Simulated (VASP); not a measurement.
A run of VASP 6.6.1 is set up as follows.

The input INCAR:

```
  PREC = Accurate
  ENCUT = 520
  EDIFF = 1E-7
  ISMEAR = -1
  SIGMA = 0.05
  LREAL = Auto
  LASPH = T
  NELM = 80
  ALGO = Normal
  ISIF = 2
  LWAVE = F
  LCHARG = T
  GGA = PE
  IVDW = 12
  LELF = T
  LVHAR = T
  NBANDS = 33
```

KPOINTS

```
Automatic mesh
0
Gamma
  1 1 1
```

File POSCAR:

```
H10SO4
1.0
    5.0893810000      0.0000000000      0.0000000000
    0.0000000000      5.0893810000      0.0000000000
    0.0000000000      0.0000000000      5.0893810000
O H S
4 10 1
Direct
    0.4766591458      0.6100545430     -0.0098833237
    0.7969534998      0.1149255676     -0.1689006974
    0.0361144116      0.8596330281      0.2219719844
    0.9218802837      0.5605003831      0.6297622442
    0.5199257041      0.7826295575      0.0731523146
    0.4740458614      0.4760696831      0.1237282098
    0.8784565353      0.2889545900     -0.1941296987
    0.8818361211      0.0378631507     -0.0090384273
    0.0211813578      0.7760668734      0.3975925560
    0.1562468992      0.7677750988      0.0988135885
    0.8434817515      0.6804560319      0.7552588419
    0.7676179087      0.5208098981      0.5192576465
    0.7896048655      0.1917718481      0.3911281156
    0.4474414472      0.1827137721      0.5739401314
    0.5390832402      0.1564237380      0.3235756961
```

Potentials or basis: VASP PAW PBE potentials, release 64 (O, H, S).

Run with:

```sh
$ cat potpaw_PBE.64/O/POTCAR potpaw_PBE.64/H/POTCAR potpaw_PBE.64/S/POTCAR > POTCAR
$ mpirun -np 1 vasp_gam > vasp.out
```

Question: Predict the band gap on the k mesh.

Answer: 4.54 eV.

Question: What does it give for the pressure?

Answer: 3.9 GPa.

Question: Predict the dispersion energy per atom.

Answer: -0.054 eV.

Question: Predict the largest force.

Answer: 2.623 eV/Å.

Forces on the atoms (eV/Å):
```
O   -0.237  2.305 -1.230
O    0.306 -0.738  1.116
O    0.062  0.661 -0.670
O   -0.036  0.227 -0.855
H    0.046 -0.766 -0.044
H    0.178 -0.827  0.971
H   -0.063 -0.194 -0.067
H   -0.208  0.242 -0.339
H    0.283 -0.351 -0.464
H    0.114 -0.287  0.815
H   -0.265  0.565  0.644
H    0.177 -0.100  0.085
H    0.214 -0.310  0.084
H    0.371 -0.128 -0.407
S   -0.945 -0.299  0.361
```

Caveat: the k points lie up to 1.23 Å⁻¹ apart.
